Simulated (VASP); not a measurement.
# H2 in VASP: single point with HSE06

Aim: the single point of H2 with HSE06.

Program: VASP 6.6.1. These are calculated values, not measurements. Logs are shortened: lines on timing, memory, paths and dates and some standing lists are left out, and cuts for length are marked.

## (1) The cell of the first run

The cell holds a molecule in a box, 2 atoms: a = 12.000 Å, b = 12.300 Å, c = 12.600 Å, α = 90.00°, β = 90.00°, γ = 90.00°.

## (2) Single point, HSE06

File POSCAR:

```
H
1.0
   12.0000000000      0.0000000000      0.0000000000
    0.0000000000     12.3000000000      0.0000000000
    0.0000000000      0.0000000000     12.6000000000
H
2
Direct
    0.5000000000      0.5000000000      0.4702380952
    0.5000000000      0.5000000000      0.5297619048
```

File INCAR.step1:

```
SYSTEM = H
PREC     = Accurate       ! precision mode
ENCUT    = 520            ! plane-wave cutoff, eV
EDIFF    = 1E-5           ! SCF threshold, eV
ISMEAR   = -1             ! smearing method
SIGMA    = 0.01           ! smearing width, eV
LREAL    = .FALSE.        ! projectors in reciprocal space
LASPH    = .TRUE.         ! aspherical terms in the spheres
NELM     = 100            ! most SCF steps
ALGO     = Normal         ! electronic algorithm
ISIF     = 2              ! what is computed and relaxed
LWAVE    = .TRUE.         ! write WAVECAR
GGA      = PE             ! functional
NBANDS   = 8              ! bands
```

File INCAR.step2:

```
SYSTEM = H
PREC     = Accurate       ! precision mode
ENCUT    = 520            ! plane-wave cutoff, eV
EDIFF    = 1E-7           ! SCF threshold, eV
ISMEAR   = -1             ! smearing method
SIGMA    = 0.01           ! smearing width, eV
LREAL    = .FALSE.        ! projectors in reciprocal space
LASPH    = .TRUE.         ! aspherical terms in the spheres
NELM     = 100            ! most SCF steps
ALGO     = Normal         ! electronic algorithm
ISIF     = 2              ! what is computed and relaxed
LWAVE    = .FALSE.        ! write WAVECAR
LCHARG   = .TRUE.         ! write CHGCAR
GGA      = PE             ! functional
LHFCALC  = .TRUE.         ! exact exchange
HFSCREEN = 0.2079         ! screening, 1/A
PRECFOCK = Normal       
LELF     = .TRUE.         ! ELF
LVHAR    = .TRUE.       
ISTART   = 1            
NBANDS   = 8              ! bands
```

File KPOINTS:

```
regular mesh
0
G
  1 1 1
  0 0 0
```

Potentials or basis: VASP PAW PBE potentials, release 64 (H).

On the command line:

```console
$ cat potpaw_PBE.64/H/POTCAR > POTCAR
$ cp INCAR.step1 INCAR
$ mpirun -np 1 vasp_gam > vasp.out
$ cp INCAR.step2 INCAR
$ mpirun -np 1 vasp_gam > vasp.out
```

OUTCAR:

```text
SYSTEM = H
   PREC = Accurate
   ENCUT = 520
   EDIFF = 1E-7
   ISMEAR = -1
   LREAL = .FALSE.
   LASPH = .TRUE.
   NELM = 100
   ISIF = 2
   GGA = PE
   LHFCALC = .TRUE.
   HFSCREEN = 0.2079
   PRECFOCK = Normal
   ISTART = 1

 ion  position               nearest neighbor table
   1  0.500  0.500  0.470-   2 0.75
   2  0.500  0.500  0.530-   1 0.75

  LATTYP: Found a simple orthorhombic cell.
 ALAT       =    12.0000000000
 B/A-ratio  =     1.0250000000
 C/A-ratio  =     1.0500000000

  Lattice vectors:

 A1 = (  12.0000000000,   0.0000000000,   0.0000000000)
 A2 = (   0.0000000000,  12.3000000000,   0.0000000000)
 A3 = (   0.0000000000,   0.0000000000,  12.6000000000)

Analysis of symmetry for initial positions (statically):
=====================================================================
 Subroutine PRICEL returns:
 Original cell was already a primitive cell.

 Routine SETGRP: Setting up the symmetry group for a
 simple orthorhombic supercell.

 Subroutine GETGRP returns: Found  8 space group operations
 (whereof  8 operations were pure point group operations)
 out of a pool of  8 trial point group operations.

The static configuration has the point symmetry D_2h.

Analysis of symmetry for dynamics (positions and initial velocities):
=====================================================================
 Subroutine PRICEL returns:
 Original cell was already a primitive cell.

 Routine SETGRP: Setting up the symmetry group for a
 simple orthorhombic supercell.

 Subroutine GETGRP returns: Found  8 space group operations
 (whereof  8 operations were pure point group operations)
 out of a pool of  8 trial point group operations.

The dynamic configuration has the point symmetry D_2h.

 Subroutine INISYM returns: Found  8 space group operations
 (whereof  8 operations are pure point group operations),
 and found     1 'primitive' translations

----------------------------------------------------------------------------------------

                                     Primitive cell

  volume of cell :    1859.7600

  direct lattice vectors                    reciprocal lattice vectors
    12.000000000  0.000000000  0.000000000     0.083333333  0.000000000  0.000000000
     0.000000000 12.300000000  0.000000000     0.000000000  0.081300813  0.000000000
     0.000000000  0.000000000 12.600000000     0.000000000  0.000000000  0.079365079

  length of vectors
    12.000000000 12.300000000 12.600000000     0.083333333  0.081300813  0.079365079

  position of ions in fractional coordinates (direct lattice)
     0.500000000  0.500000000  0.470238095
     0.500000000  0.500000000  0.529761905

  ion indices of the primitive-cell ions
   primitive index   ion index
                 1           1
                 2           2

----------------------------------------------------------------------------------------

 KPOINTS: regular mesh

Automatic generation of k-mesh.
 Grid dimensions read from file:
 generate k-points for:    1    1    1

 Generating k-lattice:

  Cartesian coordinates                     Fractional coordinates (reciprocal lattice)
     0.083333333  0.000000000  0.000000000     1.000000000  0.000000000  0.000000000
     0.000000000  0.081300813  0.000000000     0.000000000  1.000000000  0.000000000
     0.000000000  0.000000000  0.079365079     0.000000000  0.000000000  1.000000000

  Length of vectors
     0.083333333  0.081300813  0.079365079

  Shift w.r.t. Gamma in fractional coordinates (k-lattice)
     0.000000000  0.000000000  0.000000000

 Subroutine IBZKPT returns following result:
 ===========================================

 Found      1 irreducible k-points:

 Following reciprocal coordinates:
            Coordinates               Weight
  0.000000  0.000000  0.000000      1.000000
   k-points           NKPTS =      1   k-points in BZ     NKDIM =      1   number of bands    NBANDS=      8
   number of dos      NEDOS =    301   number of ions     NIONS =      2
   total plane-waves  NPLWV = 829440
   dimension x,y,z NGX =    90 NGY =   96 NGZ =   96
   dimension x,y,z NGXF=   180 NGYF=  192 NGZF=  192
   ions per type =               2
   NGX,Y,Z   is equivalent  to a cutoff of  12.47, 12.98, 12.67 a.u.
   NGXF,Y,Z  is equivalent  to a cutoff of  24.94, 25.95, 25.33 a.u.
 SYSTEM =  H
   PREC   = accura    normal or accurate (medium, high low for compatibility)
   ISTART =      1    job   : 0-new  1-cont  2-samecut
   ICHARG =      0    charge: 1-file 2-atom 10-const
   ISPIN  =      1    spin polarized calculation?
   LNONCOLLINEAR =      F non collinear calculations
   LSORBIT =      F    spin-orbit coupling
   LASPH  =      T    aspherical Exc in radial PAW
   ENCUT  =  520.0 eV  38.22 Ry    6.18 a.u.  22.31 22.87 23.43*2*pi/ulx,y,z
   NELM   =    100;   NELMIN=  2; NELMDL=  0     # of ELM steps
   EDIFF  = 0.1E-06   stopping-criterion for ELM
   LREAL  =      F    real-space projection
   EDIFFG = 0.1E-05   stopping-criterion for IOM
   NSW    =      0    number of steps for IOM
   IBRION =     -1    ionic relax: 0-MD 1-quasi-New 2-CG
   NFREE  =      0    steps in history (QN), initial steepest desc. (CG)
   ISIF   =      2    stress and relaxation
   ISYM   =      3    0-nonsym 1-usesym 2-fastsym
   POTIM  = 0.5000    time-step for ionic-motion
   TEBEG  =    0.0;   TEEND  =   0.0 temperature during run
   PSTRESS=    0.0 pullay stress
   NELECT =       2.0000    total number of electrons
   NUPDOWN=      -1.0000    fix difference up-down
   EMIN   =  10.00;   EMAX   =-10.00  energy-range for DOS
   EFERMI =   0.00;   METHOD = LEGACY
   ISMEAR =    -1;   SIGMA  =   0.01  broadening in eV -4-tet -1-fermi 0-gaus
   EFERMI_NEDOS =   21; number of points for ismear=-14 and -15
   IALGO  =     38    algorithm
   IMIX   =      1    mixing-type and parameters
     AMIX     =   0.40;   BMIX     =  1.00
     AMIX_MAG =   1.60;   BMIX_MAG =  1.00
  volume/ion in A,a.u.               =     929.88      6275.14
  Fermi-wavevector in a.u.,A,eV,Ry     =   0.167726  0.316955  0.382757  0.028132
  Thomas-Fermi vector in A             =   0.873280
   LORBIT       =      0    0 simple, 1 ext, 2 COOP (PROOUT), +10 PAW based schemes
   GGA     = PE    functional components
   LHFCALC =     T    Hartree Fock is set to
   PRECFOCK=normal    Normal, Fast or Accurate (Low or Medium for compatibility)
   ENCUT4O =  -1.0   cutoff for four orbital integrals eV
   NKREDX  =     1    reduce k-point grid by
   NKREDY  =     1    reduce k-point grid by
   NKREDZ  =     1    reduce k-point grid by
   AEXX    =    0.2500 exact exchange contribution
   HFSCREEN=    0.2079 screening length (either q_TF or 0.3 A-1)
   HFSCREENC=   0.2079 screening length for correlation (either q_TF or 0.3 A-1)
   ENCUTFOCK=  -1.0 apply spherical cutoff to Coloumb kernel
   IVDW    =     0    specifies the selected vdW correction
   LEPSILON=     F    determine dielectric tensor
   LRPA    =     F    only Hartree local field effects (RPA)
 non-spin polarized calculation
  energy-cutoff  :      520.00
  volume of cell :     1859.76
 maximum number of plane-waves:     25042
 NGX is ok and might be reduce to    90
  NGX = 70; NGY = 70; NGZ = 72

 number of electron       2.0000000 magnetization

 Free energy of the ion-electron system (eV)
  ---------------------------------------------------
  ext. energy  EPLUGINS =         0.00000000
  ---------------------------------------------------
  free energy    TOTEN  =        -7.81701458 eV

  energy without entropy =       -7.81701458  energy(sigma->0) =       -7.81701458

 E-fermi : -11.2719     XC(G=0):  -0.2031

 val. band max:      -11.5183972973   @ k =   0.0000   0.0000   0.0000
 cond. band min:      -0.0961048305   @ k =   0.0000   0.0000   0.0000
 fundamental gap:     11.4222924669
 Fermi energy:       -11.2718925578

 k-point     1 :       0.0000    0.0000    0.0000
  band No.  band energies     occupation
      1     -11.5184      2.00000
      2      -0.0961      0.00000
      3       0.4456      0.00000
      4       0.7481      0.00000
      5       0.7859      0.00000
      6       0.8400      0.00000
      7       0.9191      0.00000
      8       0.9793      0.00000

------------------------ aborting loop because EDIFF is reached ----------------------------------------

  FORCE on cell =-STRESS in cart. coord.  units (eV):
  Direction    XX          YY          ZZ          XY          YZ          ZX
  --------------------------------------------------------------------------------------
  -------------------------------------------------------------------------------------
  Total       -0.0259053     -0.0260376     -0.1754704     -0.0000000      0.0000000      0.0000000
  in kB       -0.0223174     -0.0224313     -0.1511672     -0.0000000      0.0000000      0.0000000
  external PRESSURE =      -0.0653053 kB  Pullay stress =       0.0000000 kB

 VOLUME and BASIS-vectors are now :
 -----------------------------------------------------------------------------
  energy-cutoff  :      520.00
  volume of cell :     1859.76
      direct lattice vectors                 reciprocal lattice vectors
    12.000000000  0.000000000  0.000000000     0.083333333  0.000000000  0.000000000
     0.000000000 12.300000000  0.000000000     0.000000000  0.081300813  0.000000000
     0.000000000  0.000000000 12.600000000     0.000000000  0.000000000  0.079365079

 POSITION                                       TOTAL-FORCE (eV/Angst)
 -----------------------------------------------------------------------------------
      6.00000      6.15000      5.92500         0.000000      0.000000      0.191897
      6.00000      6.15000      6.67500         0.000000      0.000000     -0.191897
 -----------------------------------------------------------------------------------
    total drift:                               -0.000000     -0.000000     -0.000000

  FREE ENERGIE OF THE ION-ELECTRON SYSTEM (eV)
  ---------------------------------------------------
  free  energy   TOTEN  =        -7.8170145831 eV

  energy  without entropy=       -7.8170145831  energy(sigma->0) =       -7.81701458
```

Run time: 7.7 min. Hardware: 1 thread of Intel Xeon Platinum 8488C (Sapphire Rapids), shared host; peak memory 1.4 GiB.

Results:

- Free energy: -7.8170 eV
- Largest force: 0.192 eV/Å
- Gap between the frontier levels: 11.42 eV

Forces in eV/Å, atoms in the order of the input:
```
H    0.000  0.000  0.192
H    0.000  0.000 -0.192
```

Levels at points of the mesh, in eV from the valence-band top:
| k point | band 1 | band 2 | band 3 | band 4 |
| --- | --- | --- | --- | --- |
| (0.00, 0.00, 0.00) | 0.00 | 11.42 | 11.96 | 12.27 |

Caveat: the PAW data sets were made with another functional, which shifts forces and pressure a little.
